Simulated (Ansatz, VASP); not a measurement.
**One calculation of Bi, two programs**

The input INCAR:

```
SYSTEM = Bi
PREC = Accurate
ENCUT = 520
EDIFF = 1E-6
ISMEAR = -1
SIGMA = 0.08
LREAL = .False.
LASPH = .True.
NELM = 60
ALGO = Normal
ISIF = 2
LWAVE = .False.
LCHARG = .False.
GGA = PE
NBANDS = 14
```

The input KPOINTS:

```
Automatic mesh
0
Gamma
  13 13 13
  0 0 0
```

The input POSCAR:

```
Bi
1.0
    2.7308571799      0.0000000000      0.0000000000
    0.0000000000      2.7308571799      0.0000000000
    0.0000000000      0.0000000000      2.7308571799
Bi
1
Direct
    0.0000000000      0.0000000000      0.0000000000
```

Input for Ansatz:

```yaml
crystal:
  lattice:
    - [2.7308571799, 0.0, 0.0]
    - [0.0, 2.7308571799, 0.0]
    - [0.0, 0.0, 2.7308571799]
  atoms:
    - { symbol: Bi, position: [0.0, 0.0, 0.0] }
kpoints:
  mp_grid: { grid: [13, 13, 13] }
  band_path:
    path:
      - [0.0, 0.0, 0.0]
      - [0.0, 0.5, 0.0]
      - [0.5, 0.5, 0.0]
      - [0.0, 0.0, 0.0]
      - [0.5, 0.5, 0.5]
      - [0.0, 0.5, 0.0]
      - [0.5, 0.5, 0.5]
      - [0.5, 0.5, 0.0]
    npoints: 8
scf:
  occupations: { method: fermi_dirac, width: 0.08 }
hamiltonian:
  xc: pbe
  pseudopotentials: { kind: all_electron, lapw: { basis_error: 0.001 } }
output:
  forces: true
  stress: true
  eigenvalues: true
  populations: true
  dos: { projected: true, de: 0.2, e_range: [-14, 8] }
```

Change from the starting cell: volume scaled by 0.58, LAPW.

Alike in both runs: task single point; functional PBE; k mesh 13 × 13 × 13; occupations fermi-dirac, width 0.08 eV; no spin polarisation.

```csv
,VASP,Ansatz
version,VASP 6.6.1,Ansatz 0.2.0
potentials or method,"VASP PAW PBE potentials, release 64 (Bi_d), cutoff 520 eV","all-electron LAPW, scalar-relativistic"
```

```csv
,VASP,Ansatz,Ansatz less VASP
pressure (GPa),90.6,91.1,+0.47
```

Both programs put the cell under a high pressure, so it lies far from rest at this level. Ansatz ran all-electron here, and VASP with PAW potentials.

Neither program's run includes spin-orbit coupling. Noted on VASP's run: the cell as given lies far from equilibrium.
